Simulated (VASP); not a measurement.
Crystal: CdSe.

```xyz
4
Lattice="4.3000 0.0000 0.0000 -2.1500 3.7239 0.0000 0.0000 0.0000 7.0200" Properties=species:S:1:pos:R:3 pbc="T T T"
Cd    0.0000    2.4826    0.0000
Cd    2.1500    1.2413    3.5100
Se    0.0000    2.4826    2.7027
Se    2.1500    1.2413    6.2127
```

```yaml
Program: VASP 6.6.1
Task: relaxation of cell and atoms
Functional: PBE
Dispersion: D4
Potentials_or_basis: VASP PAW PBE potentials, release 64 (Cd, Se)
Cutoff: 600 eV
k_mesh: 6 × 6 × 4
Occupations: gaussian, width 0.01 eV
Spin: no spin polarisation
```

At the start: pressure 1.3 GPa; volume 28.10 Å³/atom.

Q: How do energy, volume and symmetry change on relaxing?

A: Over 9 steps the energy falls by 7.4 meV/atom and the volume is 28.74 Å³/atom (+2.3 %); space group P6_3mc (No. 186, to 0.1 Å) before and after.

The path:
```csv
step,energy change (eV),largest force (eV/Å),pressure (GPa),volume (Å³)
1,0.0000,0.2950,1.26,112.41
2,-0.0241,0.0450,-0.48,116.04
3,-0.0252,0.0884,-0.20,115.39
4,-0.0267,0.0470,0.00,114.93
5,-0.0269,0.0123,0.16,114.57
6,-0.0279,0.0026,0.15,114.57
7,-0.0292,0.0292,0.14,114.59
8,-0.0295,0.0109,-0.09,115.12
9,-0.0296,0.0023,-0.01,114.94
```

Final structure:
```
Cd Se
1.0
     4.33071    0.00000    0.00000
    -2.16536    3.75051    0.00000
     0.00000    0.00000    7.07682
Cd Se
2 2
Direct
  0.33333 0.66667 0.00491
  0.66667 0.33333 0.50491
  0.33333 0.66667 0.38009
  0.66667 0.33333 0.88009
```
